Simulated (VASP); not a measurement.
Input of a VASP 6.6.1 run:

The input INCAR:

```
PREC = Accurate ; ENCUT = 520
EDIFF = 1E-6 ; ISMEAR = 0
SIGMA = 0.15 ; LREAL = False
LASPH = True ; NELM = 60
ALGO = Fast ; ISIF = 2
LWAVE = False ; LCHARG = False
GGA = PE ; NBANDS = 18
```

KPOINTS

```
regular mesh
0
Gamma
  12 12 12
```

The input POSCAR:

```
Cu
1.0
    0.0000000000      0.0000000000     -2.7591133692
    0.0000000000     -2.9510604861      0.0000000000
   -2.9510604861      0.0000000000      0.0000000000
Cu
2
Direct
    0.5001684738      0.4999609362      0.4999791748
   -0.0001684738      0.0000390638      0.0000208252
```

Potentials or basis: VASP PAW PBE potentials, release 64 (Cu).

The run is started by

```console
$ cat potpaw_PBE.64/Cu/POTCAR > POTCAR
$ mpirun -np 1 vasp_std > vasp.out
```

**Question.** What does it give for the largest force?

**Answer.** 0.006 eV/Å.

**Question.** Predict the pressure.

**Answer.** 1.2 GPa.

**Question.** What does it give for the band gap on the k mesh?

**Answer.** Zero (bands 11 and 12 overlap by 7.60 eV).

Stress tensor (GPa, compression positive):
```
1.40 0.00 0.00
0.00 1.40 0.00
0.00 0.00 0.82
```
